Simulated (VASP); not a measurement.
# Os (Pm-3m) in VASP: a series of runs

Runs on Os. Level: RPBE. Tasks: single point.

Everything below comes from runs of VASP 6.6.1. Logs are shortened: lines on timing, memory, paths and dates and some standing lists are left out, and cuts for length are marked.

**1. The cell of the first run**

Symmetry: Pm-3m, No. 221, cubic system. Conventional cell: a = 2.534 Å, b = 2.534 Å, c = 2.534 Å, α = 90.00°, β = 90.00°, γ = 90.00°. Os (site symmetry m-3m) has 6 Os at 2.53 Å within 3.3 Å.

**2. Single point, RPBE (volume scaled by 0.96)**

INCAR reads:

```
PREC = Accurate
ENCUT = 520
EDIFF = 1E-6
ISMEAR = -1
SIGMA = 0.1
LREAL = False
LASPH = True
NELM = 60
ALGO = Normal
ISIF = 2
LWAVE = False
LCHARG = False
GGA = RP
NBANDS = 10
```

KPOINTS reads:

```
regular mesh
0
Gamma
  14 14 14
```

POSCAR reads:

```
Os
1.0
    2.5336692673      0.0000000000      0.0000000000
    0.0000000000      2.5336692673      0.0000000000
    0.0000000000      0.0000000000      2.5336692673
Os
1
Direct
    0.0000000000      0.0000000000      0.0000000000
```

Potentials or basis: VASP PAW PBE potentials, release 64 (Os).

On the command line:

```console
cat potpaw_PBE.64/Os/POTCAR > POTCAR
mpirun -np 1 vasp_std > vasp.out
```

OUTCAR:

```text
PREC = Accurate
   ENCUT = 520
   EDIFF = 1E-6
   ISMEAR = -1
   LREAL = False
   LASPH = True
   NELM = 60
   ISIF = 2
   GGA = RP

 ion  position               nearest neighbor table
   1  0.000  0.000  0.000-

  LATTYP: Found a simple cubic cell.
 ALAT       =     2.5336692673

  Lattice vectors:

 A1 = (   2.5336692673,   0.0000000000,   0.0000000000)
 A2 = (   0.0000000000,   2.5336692673,   0.0000000000)
 A3 = (   0.0000000000,   0.0000000000,   2.5336692673)

Analysis of symmetry for initial positions (statically):
=====================================================================
 Subroutine PRICEL returns:
 Original cell was already a primitive cell.

 Routine SETGRP: Setting up the symmetry group for a
 simple cubic supercell.

 Subroutine GETGRP returns: Found 48 space group operations
[... 9 lines left out ...]

 Routine SETGRP: Setting up the symmetry group for a
 simple cubic supercell.

 Subroutine GETGRP returns: Found 48 space group operations
[... 11 lines left out ...]
                                     Primitive cell

  volume of cell :      16.2648

  direct lattice vectors                    reciprocal lattice vectors
     2.533669267  0.000000000  0.000000000     0.394684505  0.000000000  0.000000000
     0.000000000  2.533669267  0.000000000     0.000000000  0.394684505  0.000000000
     0.000000000  0.000000000  2.533669267     0.000000000  0.000000000  0.394684505

  length of vectors
     2.533669267  2.533669267  2.533669267     0.394684505  0.394684505  0.394684505

  position of ions in fractional coordinates (direct lattice)
     0.000000000  0.000000000  0.000000000

  ion indices of the primitive-cell ions
   primitive index   ion index
                 1           1

----------------------------------------------------------------------------------------

 KPOINTS: regular mesh

Automatic generation of k-mesh.
 Grid dimensions read from file:
 generate k-points for:   14   14   14

 Generating k-lattice:

  Cartesian coordinates                     Fractional coordinates (reciprocal lattice)
     0.028191750  0.000000000  0.000000000     0.071428571  0.000000000  0.000000000
     0.000000000  0.028191750  0.000000000     0.000000000  0.071428571  0.000000000
     0.000000000  0.000000000  0.028191750     0.000000000  0.000000000  0.071428571

  Length of vectors
     0.028191750  0.028191750  0.028191750

  Shift w.r.t. Gamma in fractional coordinates (k-lattice)
     0.000000000  0.000000000  0.000000000

 Subroutine IBZKPT returns following result:
 ===========================================

 Found    120 irreducible k-points:

 Following reciprocal coordinates:
            Coordinates               Weight
  0.000000  0.000000  0.000000      1.000000
  0.071429  0.000000  0.000000      6.000000
  0.142857  0.000000  0.000000      6.000000
  0.214286  0.000000  0.000000      6.000000
  0.285714  0.000000  0.000000      6.000000
  0.357143  0.000000  0.000000      6.000000
[... 16 lines left out ...]
  0.285714  0.214286  0.000000     24.000000
  0.357143  0.214286  0.000000     24.000000
 [... further k-points ...]
   k-points           NKPTS =    120   k-points in BZ     NKDIM =    120   number of bands    NBANDS=     10
   number of dos      NEDOS =    301   number of ions     NIONS =      1
   total plane-waves  NPLWV =   8000
   dimension x,y,z NGX =    20 NGY =   20 NGZ =   20
   dimension x,y,z NGXF=    40 NGYF=   40 NGZF=   40
   ions per type =               1
   NGX,Y,Z   is equivalent  to a cutoff of  13.12, 13.12, 13.12 a.u.
   NGXF,Y,Z  is equivalent  to a cutoff of  26.25, 26.25, 26.25 a.u.
 SYSTEM =  unknown system
   PREC   = accura    normal or accurate (medium, high low for compatibility)
   ISTART =      0    job   : 0-new  1-cont  2-samecut
   ICHARG =      2    charge: 1-file 2-atom 10-const
   ISPIN  =      1    spin polarized calculation?
   LNONCOLLINEAR =      F non collinear calculations
   LSORBIT =      F    spin-orbit coupling
   LASPH  =      T    aspherical Exc in radial PAW
   ENCUT  =  520.0 eV  38.22 Ry    6.18 a.u.   4.71  4.71  4.71*2*pi/ulx,y,z
   NELM   =     60;   NELMIN=  2; NELMDL= -5     # of ELM steps
   EDIFF  = 0.1E-05   stopping-criterion for ELM
   LREAL  =      F    real-space projection
   EDIFFG = 0.1E-04   stopping-criterion for IOM
   NSW    =      0    number of steps for IOM
   IBRION =     -1    ionic relax: 0-MD 1-quasi-New 2-CG
   NFREE  =      0    steps in history (QN), initial steepest desc. (CG)
   ISIF   =      2    stress and relaxation
   ISYM   =      2    0-nonsym 1-usesym 2-fastsym
   POTIM  = 0.5000    time-step for ionic-motion
   TEBEG  =    0.0;   TEEND  =   0.0 temperature during run
   PSTRESS=    0.0 pullay stress
   NELECT =       8.0000    total number of electrons
   NUPDOWN=      -1.0000    fix difference up-down
   EMIN   =  10.00;   EMAX   =-10.00  energy-range for DOS
   EFERMI =   0.00;   METHOD = LEGACY
   ISMEAR =    -1;   SIGMA  =   0.10  broadening in eV -4-tet -1-fermi 0-gaus
   EFERMI_NEDOS =   21; number of points for ismear=-14 and -15
   IALGO  =     38    algorithm
   IMIX   =      4    mixing-type and parameters
     AMIX     =   0.40;   BMIX     =  1.00
     AMIX_MAG =   1.60;   BMIX_MAG =  1.00
  volume/ion in A,a.u.               =      16.26       109.76
  Fermi-wavevector in a.u.,A,eV,Ry     =   1.292275  2.442045 22.721381  1.669974
  Thomas-Fermi vector in A             =   2.423993
   LORBIT       =      0    0 simple, 1 ext, 2 COOP (PROOUT), +10 PAW based schemes
   GGA     = RP    functional components
   LHFCALC =     F    Hartree Fock is set to
   AEXX    =    0.0000 exact exchange contribution
   IVDW    =     0    specifies the selected vdW correction
   LEPSILON=     F    determine dielectric tensor
   LRPA    =     F    only Hartree local field effects (RPA)
 non-spin polarized calculation
  energy-cutoff  :      520.00
  volume of cell :       16.26
 maximum number of plane-waves:       461
 NGX is ok and might be reduce to    20
   NGX =  9   NGY =  9   NGZ =  9

 number of electron       7.9999998 magnetization

 Free energy of the ion-electron system (eV)
  ---------------------------------------------------
  ext. energy  EPLUGINS =         0.00000000
  ---------------------------------------------------
  free energy    TOTEN  =        -9.10742200 eV

  energy without entropy =       -9.05544189  energy(sigma->0) =       -9.08143195

 E-fermi :   7.6122     XC(G=0): -12.9825

 val. band max:        7.5945869781   @ k =   0.3571   0.0714   0.0714
 cond. band min:       7.6257081153   @ k =   0.2857   0.0714   0.0714
 fundamental gap:      0.0311211373
 Fermi energy:         7.6121739071

 k-point     1 :       0.0000    0.0000    0.0000
  band No.  band energies     occupation
      1      -2.0356      2.00000
      2       1.4703      2.00000
      3       1.4703      2.00000
      4       9.9794      0.00000
      5       9.9794      0.00000
      6       9.9794      0.00000
      7      23.3090      0.00000
      8      23.3090      0.00000
      9      23.3090      0.00000
     10      29.4936      0.00000

 k-point     2 :       0.0714    0.0000    0.0000
  band No.  band energies     occupation
      1      -1.8657      2.00000
      2       1.5095      2.00000
      3       1.6472      2.00000
      4       9.7548      0.00000
      5       9.7548      0.00000
      6       9.9962      0.00000
      7      22.2988      0.00000
      8      23.6521      0.00000
      9      23.6521      0.00000
     10      30.1989      0.00000

 k-point     3 :       0.1429    0.0000    0.0000
  band No.  band energies     occupation
      1      -1.4008      2.00000
      2       1.6213      2.00000
      3       2.1843      2.00000
      4       9.1736      0.00000
      5       9.1736      0.00000
      6      10.0433      0.00000
      7      20.3400      0.00000
      8      24.5751      0.00000
      9      24.5751      0.00000
     10      29.1125      0.00000

 k-point     4 :       0.2143    0.0000    0.0000
  band No.  band energies     occupation
      1      -0.7548      2.00000
      2       1.7879      2.00000
      3       3.0718      2.00000
      4       8.4309      0.00056
      5       8.4309      0.00056
      6      10.1121      0.00000
      7      18.3681      0.00000
      8      25.8483      0.00000
      9      25.8483      0.00000
     10      27.1663      0.00000

 k-point     5 :       0.2857    0.0000    0.0000
  band No.  band energies     occupation
      1      -0.0557      2.00000
      2       1.9805      2.00000
      3       4.2071      2.00000
      4       7.7040      0.57069
      5       7.7040      0.57068
      6      10.1894      0.00000
      7      16.7204      0.00000
      8      25.5423      0.00000
      9      27.2479      0.00000
     10      27.2479      0.00000

 k-point     6 :       0.3571    0.0000    0.0000
  band No.  band energies     occupation
      1       0.5871      2.00000
      2       2.1615      2.00000
      3       5.3349      2.00000
      4       7.1142      1.98634
      5       7.1142      1.98634
      6      10.2601      0.00000
      7      15.5987      0.00000
      8      24.3212      0.00000
      9      28.5862      0.00000
     10      28.5862      0.00000
[... 183 lines left out ...]
 k-point    21 :       0.5000    0.1429    0.0000
  band No.  band energies     occupation
      1       1.8208      2.00000
      2       3.1490      2.00000
      3       4.0338      2.00000
      4       6.7210      1.99973
      5       8.8217      0.00001
      6       9.6268      0.00000
      7      14.9801      0.00000
      8      24.1389      0.00000
      9      27.1061      0.00000
     10      27.2670      0.00000

 k-point    22 :       0.2143    0.2143    0.0000
  band No.  band energies     occupation
      1       0.4624      2.00000
      2       2.7694      2.00000
      3       3.9145      2.00000
      4       6.8750      1.99874
      5       8.4625      0.00041
      6       8.8060      0.00001
      7      20.1369      0.00000
      8      20.6176      0.00000
      9      27.5808      0.00000
     10      28.5508      0.00000

 k-point    23 :       0.2857    0.2143    0.0000
  band No.  band energies     occupation
      1       1.0445      2.00000
      2       3.0087      2.00000
      3       4.6352      2.00000
      4       6.7188      1.99974
      5       7.8976      0.10895
      6       8.7815      0.00002
      7      18.3848      0.00000
      8      21.5212      0.00000
      9      26.8743      0.00000
     10      30.0218      0.00000

 k-point    24 :       0.3571    0.2143    0.0000
  band No.  band energies     occupation
      1       1.5660      2.00000
      2       3.0780      2.00000
      3       4.6733      2.00000
      4       7.3404      1.87616
      5       7.7663      0.35275
      6       8.8680      0.00001
      7      16.7494      0.00000
      8      22.6230      0.00000
      9      26.0459      0.00000
     10      30.7870      0.00000

 [... further k-points ...]
[... 5 lines left out ...]
  --------------------------------------------------------------------------------------
  -------------------------------------------------------------------------------------
  Total        1.1853644      1.1853644      1.1853644      0.0000000      0.0000000     -0.0000000
  in kB      116.7650008    116.7650008    116.7650008      0.0000000      0.0000000     -0.0000000
  external PRESSURE =     116.7650008 kB  Pullay stress =       0.0000000 kB

 VOLUME and BASIS-vectors are now :
 -----------------------------------------------------------------------------
  energy-cutoff  :      520.00
  volume of cell :       16.26
      direct lattice vectors                 reciprocal lattice vectors
     2.533669267  0.000000000  0.000000000     0.394684505  0.000000000  0.000000000
     0.000000000  2.533669267  0.000000000     0.000000000  0.394684505  0.000000000
     0.000000000  0.000000000  2.533669267     0.000000000  0.000000000  0.394684505

 POSITION                                       TOTAL-FORCE (eV/Angst)
 -----------------------------------------------------------------------------------
      0.00000      0.00000      0.00000         0.000000      0.000000      0.000000
 -----------------------------------------------------------------------------------
    total drift:                                0.000000      0.000000      0.000000

  FREE ENERGIE OF THE ION-ELECTRON SYSTEM (eV)
  ---------------------------------------------------
  free  energy   TOTEN  =        -9.1074220002 eV

  energy  without entropy=       -9.0554418942  energy(sigma->0) =       -9.08143195
```

It took 22 s on 1 thread of Intel Xeon 8259CL, shared host; peak memory 0.14 GiB.

What came out:

```yaml
Free_energy: -9.1074 eV
Pressure: 11.7 GPa
Band_gap_on_the_k_mesh: zero (band 4 reaches 12.71 eV, above the bottom of band 5 at 6.60 eV)
```

Levels at points of the mesh, in eV from the Fermi level:
| k point | band 1 | band 2 | band 3 | band 4 | band 5 | band 6 | band 7 | band 8 |
| --- | --- | --- | --- | --- | --- | --- | --- | --- |
| (0.00, 0.00, 0.00) | -9.65 | -6.14 | -6.14 | 2.37 | 2.37 | 2.37 | 15.70 | 15.70 |
| (0.50, 0.00, 0.00) | -6.37 | -5.27 | -1.22 | -1.01 | -1.01 | 2.72 | 7.38 | 15.69 |
| (0.50, 0.50, 0.00) | -6.91 | -4.64 | -0.35 | -0.35 | 4.57 | 4.57 | 4.86 | 13.16 |
| (0.50, 0.50, 0.50) | -5.42 | -5.42 | -5.42 | 5.10 | 5.10 | 8.37 | 11.48 | 11.48 |

Caveat: the PAW data sets were made with another functional, which shifts forces and pressure a little; spin-orbit coupling is left out, which moves the levels of the heavy elements.

(Continued in part 2 of 2.)
